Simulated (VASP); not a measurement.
# Ti5SiMo in VASP: a series of runs, part 2 of 4

VASP 6.6.1. Earlier steps stand in the parts before.

**3. Single point, PBE**

The input, INCAR:

```
SYSTEM = Ti5SiMo
ALGO = Fast
EDIFF = 1E-6
ENCUT = 520
GGA = PE
ISIF = 2
ISMEAR = 0
LASPH = .TRUE.
LCHARG = .TRUE.
LELF = .TRUE.
LREAL = .FALSE.
LVHAR = .TRUE.
LWAVE = .FALSE.
NBANDS = 48
NELM = 80
PREC = Accurate
SIGMA = 0.2
```

The input, KPOINTS:

```
k-points
0
G
  6 6 4
  0 0 0
```

The input, POSCAR:

```
Ti5SiMo
1.0
    4.4533239817      0.0000000000      0.0000000000
    0.0000000000      4.4533239817      0.0000000000
    0.0000000000      0.0000000000      6.1087444423
Ti Si Mo
5 1 1
Direct
    1.0000000000      0.5000000000      0.2579145611
    1.0000000000      0.5000000000      0.7420854389
    0.5000000000      0.0000000000      0.2579145611
    0.5000000000      0.0000000000      0.7420854389
    0.0000000000      0.0000000000      0.0000000000
    0.0000000000      0.0000000000      0.5000000000
    0.5000000000      0.5000000000      0.0000000000
```

Potentials or basis: VASP PAW PBE potentials, release 64 (Ti_sv, Si, Mo_sv).

Command:

```console
$ cat potpaw_PBE.64/Ti_sv/POTCAR potpaw_PBE.64/Si/POTCAR potpaw_PBE.64/Mo_sv/POTCAR > POTCAR
$ mpirun -np 1 vasp_std > vasp.out
```

OUTCAR:

```text
SYSTEM = Ti5SiMo
   EDIFF = 1E-6
   ENCUT = 520
   GGA = PE
   ISIF = 2
   ISMEAR = 0
   LASPH = .TRUE.
   LREAL = .FALSE.
   NELM = 80
   PREC = Accurate

 ion  position               nearest neighbor table
   1  0.000  0.500  0.258-   6 2.67   6 2.67   7 2.73   5 2.73   5 2.73   7 2.73
   2  0.000  0.500  0.742-   6 2.67   6 2.67   7 2.73   5 2.73   5 2.73   7 2.73
   3  0.500  0.000  0.258-   6 2.67   6 2.67   7 2.73   7 2.73   5 2.73   5 2.73
   4  0.500  0.000  0.742-   6 2.67   6 2.67   7 2.73   7 2.73   5 2.73   5 2.73
   5  0.000  0.000  0.000-   1 2.73   2 2.73   3 2.73   4 2.73   1 2.73   2 2.73   3 2.73   4 2.73
                             7 3.15   7 3.15   7 3.15   7 3.15
   6  0.000  0.000  0.500-   1 2.67   2 2.67   3 2.67   4 2.67   1 2.67   2 2.67   3 2.67   4 2.67

   7  0.500  0.500  0.000-   1 2.73   2 2.73   3 2.73   4 2.73   3 2.73   4 2.73   1 2.73   2 2.73
                             5 3.15   5 3.15   5 3.15   5 3.15

  LATTYP: Found a simple tetragonal cell.
 ALAT       =     4.4533239817
 C/A-ratio  =     1.3717269319

  Lattice vectors:

 A1 = (   4.4533239817,   0.0000000000,   0.0000000000)
 A2 = (   0.0000000000,   4.4533239817,   0.0000000000)
 A3 = (   0.0000000000,   0.0000000000,   6.1087444423)

[... 195 lines left out ...]
      1     -51.6848      2.00000
      2     -48.3278      2.00000
      3     -48.2875      2.00000
      4     -48.2803      2.00000
      5     -48.2558      2.00000
      6     -47.9483      2.00000
[... 1213 lines left out ...]
     47       9.7990      0.00000
     48       9.8338      0.00000

 [... further k-points ...]

------------------------ aborting loop because EDIFF is reached ----------------------------------------

  FORCE on cell =-STRESS in cart. coord.  units (eV):
  Direction    XX          YY          ZZ          XY          YZ          ZX
  --------------------------------------------------------------------------------------
  -------------------------------------------------------------------------------------
  Total        0.0683190      0.0683190     -0.0997273      0.0000000      0.0000000      0.0000000
  in kB        0.9035069      0.9035069     -1.3188769      0.0000000      0.0000000      0.0000000
  external PRESSURE =       0.1627123 kB  Pullay stress =       0.0000000 kB

 VOLUME and BASIS-vectors are now :
 -----------------------------------------------------------------------------
  energy-cutoff  :      520.00
  volume of cell :      121.15
      direct lattice vectors                 reciprocal lattice vectors
     4.453323982  0.000000000  0.000000000     0.224551370  0.000000000  0.000000000
     0.000000000  4.453323982  0.000000000     0.000000000  0.224551370  0.000000000
     0.000000000  0.000000000  6.108744442     0.000000000  0.000000000  0.163699760

 POSITION                                       TOTAL-FORCE (eV/Angst)
 -----------------------------------------------------------------------------------
      0.00000      2.22666      1.57553         0.000000      0.000000      0.027020
      0.00000      2.22666      4.53321        -0.000000      0.000000     -0.027020
      2.22666      0.00000      1.57553         0.000000      0.000000      0.027020
      2.22666      0.00000      4.53321        -0.000000     -0.000000     -0.027020
      0.00000      0.00000      0.00000         0.000000     -0.000000      0.000000
      0.00000      0.00000      3.05437         0.000000     -0.000000      0.000000
      2.22666      2.22666      0.00000         0.000000     -0.000000      0.000000
 -----------------------------------------------------------------------------------
    total drift:                                0.000000      0.000000      0.000000

  FREE ENERGIE OF THE ION-ELECTRON SYSTEM (eV)
  ---------------------------------------------------
  free  energy   TOTEN  =       -56.4707581116 eV

  energy  without entropy=      -56.2989595289  energy(sigma->0) =      -56.38485882
```

OSZICAR:

```text
N       E                     dE             d eps       ncg     rms          rms(c)
DAV:   1     0.115371781028E+04    0.11537E+04   -0.39149E+04  2880   0.194E+03
DAV:   2     0.794693876564E+02   -0.10742E+04   -0.10525E+04  2888   0.618E+02
DAV:   3    -0.500921951477E+02   -0.12956E+03   -0.12467E+03  4568   0.192E+02
[... 38 lines left out ...]
RMM:  42    -0.564707550081E+02   -0.65917E-06   -0.16294E-05  3352   0.147E-02    0.145E-02
RMM:  43    -0.564707560098E+02   -0.10017E-05   -0.13469E-05  3017   0.130E-02    0.147E-02
RMM:  44    -0.564707568112E+02   -0.80136E-06   -0.11508E-05  2843   0.122E-02    0.147E-02
RMM:  45    -0.564707575073E+02   -0.69607E-06   -0.10384E-05  2834   0.113E-02    0.146E-02
RMM:  46    -0.564707581116E+02   -0.60436E-06   -0.85820E-06  2627   0.106E-02
   1 F= -.56470758E+02 E0= -.56384859E+02  d E =-.171799E+00
```

It took 12 min on 1 thread of Intel Xeon Platinum 8259CL at 2.50GHz (Skylake/Cascade Lake), shared host; peak memory 0.33 GiB.

What came out:

```yaml
Free_energy: -56.4708 eV
Pressure: 0.0 GPa
Largest_force: 0.027 eV/Å
Band_gap_on_the_k_mesh: zero (bands 39 and 40 overlap by 0.56 eV)
```

Forces on the atoms (eV/Å):
```
Ti   0.000  0.000  0.027
Ti   0.000  0.000 -0.027
Ti   0.000  0.000  0.027
Ti   0.000  0.000 -0.027
Ti   0.000  0.000  0.000
Si   0.000  0.000  0.000
Mo   0.000  0.000  0.000
```

**4. Relaxation of cell and atoms, PBE**

This run uses another cell than the first one, of 13.63 Å³/atom.

The input, INCAR:

```
PREC     = Accurate       # precision mode
ENCUT    = 600            # plane-wave cutoff, eV
EDIFF    = 1E-6           # SCF threshold, eV
ISMEAR   = 0              # smearing method
SIGMA    = 0.2            # smearing width, eV
LREAL    = False          # projectors in reciprocal space
LASPH    = True           # aspherical terms in the spheres
NELM     = 100            # most SCF steps
ALGO     = Normal         # electronic algorithm
ISIF     = 3              # what is computed and relaxed
LWAVE    = False          # write WAVECAR
LCHARG   = False          # write CHGCAR
GGA      = PE             # functional
IBRION   = 2              # ionic algorithm
NSW      = 36             # ionic steps
EDIFFG   = -0.08          # ionic threshold
```

The input, KPOINTS:

```
Automatic mesh
0
Gamma
  4 4 3
```

The input, POSCAR:

```
Ti5SiMo
1.0
    3.7680075600      0.0000000000      0.0000000000
    0.0000000000      3.7680075600      0.0000000000
    0.0000000000      0.0000000000      6.7220879700
Ti Si Mo
5 1 1
Direct
    0.0000000000      0.5000000000      0.2907957700
    0.0000000000      0.5000000000      0.7092042300
    0.5000000000      0.0000000000      0.2907957700
    0.5000000000      0.0000000000      0.7092042300
    0.0000000000      0.0000000000      0.0000000000
    0.0000000000      0.0000000000      0.5000000000
    0.5000000000      0.5000000000      0.0000000000
```

Command:

```console
$ cat potpaw_PBE.64/Ti_sv/POTCAR potpaw_PBE.64/Si/POTCAR potpaw_PBE.64/Mo_sv/POTCAR > POTCAR
$ mpirun -np 1 vasp_std > vasp.out
```

Wall time 32 min (1 thread of Intel Xeon Platinum 8259CL at 2.50GHz (Skylake/Cascade Lake), shared host); peak memory 0.25 GiB.

Results (log left out):

```
Free energy                           : -56.4758 eV
Relaxed volume                        : 17.29 Å³/atom
Relaxed cell                          : a = 4.410 Å, b = 4.410 Å, c = 6.223 Å, α = 90.00°, β = 90.00°, γ = 90.00°
Space group after relaxing (to 0.1 Å) : P4/mmm (No. 123)
Energy gained by relaxing             : 525.0 meV/atom
Ionic steps                           : 28
Pressure after relaxing               : 0.0 GPa
Largest force after relaxing          : 0.047 eV/Å
Band gap on the k mesh                : zero (bands 39 and 40 overlap by 0.63 eV)
```

Forces on the atoms (eV/Å):
```
Ti   0.000  0.000 -0.047
Ti   0.000  0.000  0.047
Ti   0.000  0.000 -0.047
Ti   0.000  0.000  0.047
Ti   0.000  0.000  0.000
Si   0.000  0.000  0.000
Mo   0.000  0.000  0.000
```

Stress tensor (GPa, compression positive):
```
 0.27  0.00  0.00
 0.00  0.27  0.00
 0.00  0.00 -0.68
```

The path:
| step | energy change (eV) | largest force (eV/Å) | pressure (GPa) | volume (Å³) |
| --- | --- | --- | --- | --- |
| 1 | 0.0000 | 0.7693 | 45.88 | 95.44 |
| 2 | 0.0795 | 0.5860 | -20.66 | 160.16 |
| 3 | -3.0760 | 0.5740 | -1.73 | 122.44 |
| 4 | -3.0827 | 0.5739 | -0.53 | 121.26 |
| 5 | -3.0827 | 0.5743 | 0.05 | 120.70 |
| 6 | -3.1310 | 0.4073 | 0.25 | 120.60 |
| 7 | -3.1752 | 0.0424 | 0.94 | 120.39 |
| 8 | -3.1944 | 0.0618 | -1.11 | 122.61 |
| 9 | -3.1960 | 0.0698 | -1.76 | 123.38 |
| 10 | -3.2057 | 0.0757 | -1.85 | 123.58 |
| 11 | -3.2386 | 0.0857 | -2.19 | 124.17 |
| 12 | -3.3137 | 0.0685 | -2.89 | 125.26 |
| 13 | -3.4599 | 0.0559 | -4.31 | 127.08 |
| 14 | -3.3168 | 0.6525 | -5.63 | 129.18 |
| 15 | -3.4975 | 0.0778 | -4.96 | 127.63 |
| 16 | -3.5238 | 0.1323 | -4.64 | 127.25 |
| 17 | -3.5688 | 0.2817 | -3.83 | 126.28 |
| 18 | -3.5560 | 0.5928 | -1.83 | 124.15 |
| 19 | -3.5820 | 0.3921 | -3.18 | 125.54 |
| 20 | -3.6006 | 0.3797 | -2.60 | 124.83 |
| 21 | -3.6366 | 0.3347 | -0.77 | 122.73 |
| 22 | -3.6122 | 0.2251 | 3.46 | 118.57 |
| 23 | -3.6433 | 0.3023 | 0.53 | 121.40 |
| 24 | -3.6515 | 0.2497 | 0.36 | 121.42 |
| 25 | -3.6679 | 0.0872 | -0.11 | 121.46 |
| 26 | -3.6644 | 0.2375 | -0.93 | 121.55 |
| 27 | -3.6723 | 0.0512 | -0.49 | 121.50 |
| 28 | -3.6749 | 0.0474 | -0.05 | 121.02 |

Final structure:
```cif
data_structure
_symmetry_space_group_name_H-M 'P 1'
_symmetry_Int_Tables_number 1
_cell_length_a 4.4098
_cell_length_b 4.4098
_cell_length_c 6.2233
_cell_angle_alpha 90.000
_cell_angle_beta 90.000
_cell_angle_gamma 90.000
_cell_volume 121.02
loop_
_atom_site_label
_atom_site_type_symbol
_atom_site_fract_x
_atom_site_fract_y
_atom_site_fract_z
_atom_site_occupancy
Ti1 Ti 0.00000 0.50000 0.26129 1
Ti2 Ti 0.00000 0.50000 0.73871 1
Ti3 Ti 0.50000 0.00000 0.26129 1
Ti4 Ti 0.50000 0.00000 0.73871 1
Ti5 Ti 0.00000 0.00000 0.00000 1
Si1 Si 0.00000 0.00000 0.50000 1
Mo1 Mo 0.50000 0.50000 0.00000 1
```

Levels at points of the mesh, in eV from the Fermi level:
```
           k point  band 35  band 36  band 37  band 38  band 39  band 40  band 41  band 42  band 43  band 44
(0.00, 0.00, 0.00)    -1.49    -0.86    -0.26     0.51     0.51     0.67     0.67     0.89     1.15     1.36
(0.50, 0.00, 0.00)    -1.17    -1.15    -0.96    -0.91    -0.60     0.06     0.33     0.40     1.02     1.13
(0.50, 0.50, 0.00)    -0.35    -0.35    -0.30    -0.30    -0.21     0.32     0.32     0.69     0.70     0.99
```

Caveat: the k points lie up to 0.36 Å⁻¹ apart in the final cell, too coarse for converged energies and pressures of a metal; the volume moved by over 15 % at a fixed basis, so the end points are rough; the relaxation stopped at a loose force limit of 0.08 eV/Å, so its end isn't a converged minimum.

(Part 2 of 4 ends here.)
